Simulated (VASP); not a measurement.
# Bi (Im-3m) in VASP: notebook

Runs on Bi. Level: PBEsol. Tasks: single point.

Program: VASP 6.6.1. These are calculated values, not measurements. Logs are shortened: lines on timing, memory, paths and dates and some standing lists are left out, and cuts for length are marked.

**1. The cell of the first run**

Symmetry: Im-3m, No. 229, cubic system. Conventional cell: a = 3.792 Å, b = 3.792 Å, c = 3.792 Å, α = 90.00°, β = 90.00°, γ = 90.00°. Bi (site symmetry m-3m) has 14 Bi at 3.28 to 3.79 Å within 4.3 Å.

**2. Single point, PBEsol (volume scaled by 0.91)**

Input file INCAR:

```
SYSTEM = Bi
ALGO = Normal
EDIFF = 1E-6
ENCUT = 500
GGA = PS
GGA_COMPAT = .FALSE.
ISIF = 2
ISMEAR = 0
LASPH = .TRUE.
LCHARG = .TRUE.
LELF = .TRUE.
LREAL = .FALSE.
LVHAR = .TRUE.
LWAVE = .FALSE.
NBANDS = 14
NELM = 120
PREC = Accurate
SIGMA = 0.1
```

Input file KPOINTS:

```
k-points
0
G
  16 16 16
  0 0 0
```

Input file POSCAR:

```
Bi
1.0
   -1.8958129168      1.8958129168      1.8958129168
    1.8958129168     -1.8958129168      1.8958129168
    1.8958129168      1.8958129168     -1.8958129168
Bi
1
Direct
    0.0000000000      0.0000000000      0.0000000000
```

Potentials or basis: VASP PAW PBE potentials, release 64 (Bi_d).

Launch:

```bash
$ cat potpaw_PBE.64/Bi_d/POTCAR > POTCAR
$ mpirun -np 1 vasp_std > vasp.out
```

OUTCAR:

```text
SYSTEM = Bi
   EDIFF = 1E-6
   ENCUT = 500
   GGA = PS
   ISIF = 2
   ISMEAR = 0
   LASPH = .TRUE.
   LREAL = .FALSE.
   NELM = 120
   PREC = Accurate

 ion  position               nearest neighbor table
   1  0.000  0.000  0.000-

  LATTYP: Found a body centered cubic cell.
 ALAT       =     3.7916258336

  Lattice vectors:

 A1 = (  -1.8958129168,   1.8958129168,   1.8958129168)
 A2 = (   1.8958129168,  -1.8958129168,   1.8958129168)
 A3 = (   1.8958129168,   1.8958129168,  -1.8958129168)

Analysis of symmetry for initial positions (statically):
=====================================================================
 Subroutine PRICEL returns:
 Original cell was already a primitive cell.

 Routine SETGRP: Setting up the symmetry group for a
 body centered cubic supercell.

 Subroutine GETGRP returns: Found 48 space group operations
 (whereof 48 operations were pure point group operations)
 out of a pool of 48 trial point group operations.

The static configuration has the point symmetry O_h .

Analysis of symmetry for dynamics (positions and initial velocities):
=====================================================================
 Subroutine PRICEL returns:
 Original cell was already a primitive cell.

 Routine SETGRP: Setting up the symmetry group for a
 body centered cubic supercell.

 Subroutine GETGRP returns: Found 48 space group operations
 (whereof 48 operations were pure point group operations)
 out of a pool of 48 trial point group operations.

The dynamic configuration has the point symmetry O_h .

 Subroutine INISYM returns: Found 48 space group operations
 (whereof 48 operations are pure point group operations),
 and found     1 'primitive' translations

----------------------------------------------------------------------------------------

                                     Primitive cell

  volume of cell :      27.2550

  direct lattice vectors                    reciprocal lattice vectors
    -1.895812917  1.895812917  1.895812917     0.000000000  0.263739104  0.263739104
     1.895812917 -1.895812917  1.895812917     0.263739104  0.000000000  0.263739104
     1.895812917  1.895812917 -1.895812917     0.263739104  0.263739104  0.000000000

  length of vectors
     3.283644294  3.283644294  3.283644294     0.372983418  0.372983418  0.372983418

  position of ions in fractional coordinates (direct lattice)
     0.000000000  0.000000000  0.000000000

  ion indices of the primitive-cell ions
   primitive index   ion index
                 1           1

----------------------------------------------------------------------------------------

 KPOINTS: k-points

Automatic generation of k-mesh.
 Grid dimensions read from file:
 generate k-points for:   16   16   16

 Generating k-lattice:

  Cartesian coordinates                     Fractional coordinates (reciprocal lattice)
     0.000000000  0.016483694  0.016483694     0.062500000  0.000000000  0.000000000
     0.016483694  0.000000000  0.016483694     0.000000000  0.062500000  0.000000000
     0.016483694  0.016483694  0.000000000     0.000000000  0.000000000  0.062500000

  Length of vectors
     0.023311464  0.023311464  0.023311464

  Shift w.r.t. Gamma in fractional coordinates (k-lattice)
     0.000000000  0.000000000  0.000000000

 Subroutine IBZKPT returns following result:
 ===========================================

 Found    145 irreducible k-points:

 Following reciprocal coordinates:
            Coordinates               Weight
  0.000000  0.000000  0.000000      1.000000
  0.062500  0.000000  0.000000     12.000000
  0.125000  0.000000  0.000000     12.000000
  0.187500  0.000000  0.000000     12.000000
  0.250000  0.000000  0.000000     12.000000
  0.312500  0.000000  0.000000     12.000000
[... 16 lines left out ...]
  0.187500  0.187500  0.000000     24.000000
  0.250000  0.187500  0.000000     48.000000
 [... further k-points ...]
   k-points           NKPTS =    145   k-points in BZ     NKDIM =    145   number of bands    NBANDS=     14
   number of dos      NEDOS =    301   number of ions     NIONS =      1
   total plane-waves  NPLWV =  13824
   dimension x,y,z NGX =    24 NGY =   24 NGZ =   24
   dimension x,y,z NGXF=    48 NGYF=   48 NGZF=   48
   ions per type =               1
   NGX,Y,Z   is equivalent  to a cutoff of  12.15, 12.15, 12.15 a.u.
   NGXF,Y,Z  is equivalent  to a cutoff of  24.30, 24.30, 24.30 a.u.
 SYSTEM =  Bi
   PREC   = accura    normal or accurate (medium, high low for compatibility)
   ISTART =      0    job   : 0-new  1-cont  2-samecut
   ICHARG =      2    charge: 1-file 2-atom 10-const
   ISPIN  =      1    spin polarized calculation?
   LNONCOLLINEAR =      F non collinear calculations
   LSORBIT =      F    spin-orbit coupling
   LASPH  =      T    aspherical Exc in radial PAW
   ENCUT  =  500.0 eV  36.75 Ry    6.06 a.u.   5.99  5.99  5.99*2*pi/ulx,y,z
   NELM   =    120;   NELMIN=  2; NELMDL= -5     # of ELM steps
   EDIFF  = 0.1E-05   stopping-criterion for ELM
   LREAL  =      F    real-space projection
   EDIFFG = 0.1E-04   stopping-criterion for IOM
   NSW    =      0    number of steps for IOM
   IBRION =     -1    ionic relax: 0-MD 1-quasi-New 2-CG
   NFREE  =      0    steps in history (QN), initial steepest desc. (CG)
   ISIF   =      2    stress and relaxation
   ISYM   =      2    0-nonsym 1-usesym 2-fastsym
   POTIM  = 0.5000    time-step for ionic-motion
   TEBEG  =    0.0;   TEEND  =   0.0 temperature during run
   PSTRESS=    0.0 pullay stress
   NELECT =      15.0000    total number of electrons
   NUPDOWN=      -1.0000    fix difference up-down
   EMIN   =  10.00;   EMAX   =-10.00  energy-range for DOS
   EFERMI =   0.00;   METHOD = LEGACY
   ISMEAR =     0;   SIGMA  =   0.10  broadening in eV -4-tet -1-fermi 0-gaus
   EFERMI_NEDOS =   21; number of points for ismear=-14 and -15
   IALGO  =     38    algorithm
   IMIX   =      4    mixing-type and parameters
     AMIX     =   0.40;   BMIX     =  1.00
     AMIX_MAG =   1.60;   BMIX_MAG =  1.00
  volume/ion in A,a.u.               =      27.26       183.93
  Fermi-wavevector in a.u.,A,eV,Ry     =   1.341600  2.535257 24.489004  1.799891
  Thomas-Fermi vector in A             =   2.469821
   LORBIT       =      0    0 simple, 1 ext, 2 COOP (PROOUT), +10 PAW based schemes
   GGA     = PS    functional components
   LHFCALC =     F    Hartree Fock is set to
   AEXX    =    0.0000 exact exchange contribution
   IVDW    =     0    specifies the selected vdW correction
   LEPSILON=     F    determine dielectric tensor
   LRPA    =     F    only Hartree local field effects (RPA)
 non-spin polarized calculation
 Gauss-broadening in eV      SIGMA  =   0.10
  energy-cutoff  :      500.00
  volume of cell :       27.26
 maximum number of plane-waves:       707
   NGX = 11   NGY = 11   NGZ = 11

 number of electron      15.0000003 magnetization

 Free energy of the ion-electron system (eV)
  ---------------------------------------------------
  ext. energy  EPLUGINS =         0.00000000
  ---------------------------------------------------
  free energy    TOTEN  =        -4.16485700 eV

  energy without entropy =       -4.16225669  energy(sigma->0) =       -4.16355685

 E-fermi :   9.4777     XC(G=0): -11.0875

 val. band max:        9.4741700192   @ k =  -0.2500   0.3750   0.1250
 cond. band min:       9.5370702438   @ k =   0.3125   0.1875   0.1250
 fundamental gap:      0.0629002246
 Fermi energy:         9.4776606208

 k-point     1 :       0.0000    0.0000    0.0000
  band No.  band energies     occupation
      1     -13.5795      2.00000
      2     -13.5795      2.00000
      3     -13.5795      2.00000
      4     -13.3801      2.00000
      5     -13.3801      2.00000
      6      -5.0365      2.00000
      7      15.6491      0.00000
      8      15.6491      0.00000
      9      15.6491      0.00000
     10      19.9828      0.00000
     11      19.9828      0.00000
     12      19.9828      0.00000
     13      20.4685      0.00000
     14      22.1058      0.00000

 k-point     2 :       0.0625    0.0000    0.0000
  band No.  band energies     occupation
      1     -13.5819      2.00000
      2     -13.5756      2.00000
      3     -13.5675      2.00000
      4     -13.3829      2.00000
      5     -13.3804      2.00000
      6      -4.9530      2.00000
      7      14.7512      0.00000
      8      15.3629      0.00000
      9      15.5513      0.00000
     10      19.3390      0.00000
     11      19.7048      0.00000
     12      19.8841      0.00000
     13      21.0568      0.00000
     14      22.4734      0.00000

 k-point     3 :       0.1250    0.0000    0.0000
  band No.  band energies     occupation
      1     -13.5890      2.00000
      2     -13.5656      2.00000
      3     -13.5331      2.00000
      4     -13.3906      2.00000
      5     -13.3815      2.00000
      6      -4.7030      2.00000
      7      12.9042      0.00000
      8      14.6682      0.00000
      9      15.2660      0.00000
     10      18.4126      0.00000
     11      19.1791      0.00000
     12      19.8068      0.00000
     13      21.8316      0.00000
     14      23.3989      0.00000
[... 324 lines left out ...]
 k-point    23 :       0.1875    0.1875    0.0000
  band No.  band energies     occupation
      1     -13.5992      2.00000
      2     -13.5364      2.00000
      3     -13.4148      2.00000
      4     -13.3959      2.00000
      5     -13.3595      2.00000
      6      -2.8632      2.00000
      7       7.4742      2.00000
      8      10.2783      0.00000
      9      13.1651      0.00000
     10      18.2462      0.00000
     11      18.9273      0.00000
     12      21.6533      0.00000
     13      23.1756      0.00000
     14      24.6873      0.00000

 k-point    24 :       0.2500    0.1875    0.0000
  band No.  band energies     occupation
      1     -13.6033      2.00000
      2     -13.5237      2.00000
      3     -13.4113      2.00000
      4     -13.4001      2.00000
      5     -13.3288      2.00000
      6      -2.1499      2.00000
      7       6.2421      2.00000
      8       9.2795      1.99493
      9      12.7628      0.00000
     10      18.0958      0.00000
     11      19.4079      0.00000
     12      21.8722      0.00000
     13      24.2717      0.00000
     14      24.3847      0.00000

 [... further k-points ...]
[... 5 lines left out ...]
  --------------------------------------------------------------------------------------
  -------------------------------------------------------------------------------------
  Total        1.2073813      1.2073813      1.2073813      0.0000000      0.0000000      0.0000000
  in kB       70.9755205     70.9755205     70.9755205      0.0000000      0.0000000      0.0000000
  external PRESSURE =      70.9755205 kB  Pullay stress =       0.0000000 kB

 VOLUME and BASIS-vectors are now :
 -----------------------------------------------------------------------------
  energy-cutoff  :      500.00
  volume of cell :       27.26
      direct lattice vectors                 reciprocal lattice vectors
    -1.895812917  1.895812917  1.895812917     0.000000000  0.263739104  0.263739104
     1.895812917 -1.895812917  1.895812917     0.263739104  0.000000000  0.263739104
     1.895812917  1.895812917 -1.895812917     0.263739104  0.263739104  0.000000000

 POSITION                                       TOTAL-FORCE (eV/Angst)
 -----------------------------------------------------------------------------------
      0.00000      0.00000      0.00000        -0.000000     -0.000000     -0.000000
 -----------------------------------------------------------------------------------
    total drift:                               -0.000000      0.000000      0.000000

  FREE ENERGIE OF THE ION-ELECTRON SYSTEM (eV)
  ---------------------------------------------------
  free  energy   TOTEN  =        -4.1648570008 eV

  energy  without entropy=       -4.1622566900  energy(sigma->0) =       -4.16355685
```

Run time: 43 s. Hardware: 1 thread of AMD EPYC 7R43 (Zen 3), shared host; peak memory 0.13 GiB.

Results:

* Free energy: -4.1649 eV
* Pressure: 7.1 GPa

Caveat: the PAW data sets were made with another functional, which shifts forces and pressure a little; spin-orbit coupling is left out, which moves the levels of the heavy elements.

**3. Single point, PBEsol (volume scaled by 0.94)**

Input file INCAR:

```
SYSTEM = Bi
PREC     = Accurate       ! precision mode
ENCUT    = 500            ! plane-wave cutoff, eV
EDIFF    = 1E-6           ! SCF threshold, eV
ISMEAR   = 0              ! smearing method
SIGMA    = 0.1            ! smearing width, eV
LREAL    = .False.        ! projectors in reciprocal space
LASPH    = .True.         ! aspherical terms in the spheres
NELM     = 120            ! most SCF steps
ALGO     = Normal         ! electronic algorithm
ISIF     = 2              ! what is computed and relaxed
LWAVE    = .False.        ! write WAVECAR
LCHARG   = .False.        ! write CHGCAR
GGA      = PS             ! functional
NBANDS   = 14             ! bands
GGA_COMPAT= .False.
```

Input file KPOINTS:

```
regular mesh
0
Gamma
  16 16 16
  0 0 0
```

Input file POSCAR:

```
Bi
1.0
   -1.9164211935      1.9164211935      1.9164211935
    1.9164211935     -1.9164211935      1.9164211935
    1.9164211935      1.9164211935     -1.9164211935
Bi
1
Direct
    0.0000000000      0.0000000000      0.0000000000
```

Potentials or basis: VASP PAW PBE potentials, release 64 (Bi_d).

Launch:

```bash
$ cat potpaw_PBE.64/Bi_d/POTCAR > POTCAR
$ mpirun -np 1 vasp_std > vasp.out
```

Wall time 40 s (1 thread of AMD EPYC 7R43 (Zen 3), shared host); peak memory 0.14 GiB.

Results (log left out):

| Property | Result |
| --- | --- |
| Free energy | -4.1968 eV |
| Pressure | 4.3 GPa |

Levels at points of the mesh, in eV from the Fermi level:
```csv
k point,band 3,band 4,band 5,band 6,band 7,band 8,band 9,band 10,band 11,band 12
"(0.00, 0.00, 0.00)",-23.03,-22.85,-22.85,-14.26,5.90,5.90,5.90,10.50,10.50,10.50
"(0.50, 0.00, 0.00)",-22.86,-22.86,-22.73,-10.61,-5.68,1.79,3.74,6.36,7.86,13.03
"(0.50, 0.50, 0.50)",-22.76,-22.76,-22.76,-8.02,-2.02,-2.02,-2.02,3.45,3.45,15.68
```

Caveat: the PAW data sets were made with another functional, which shifts forces and pressure a little; spin-orbit coupling is left out, which moves the levels of the heavy elements.
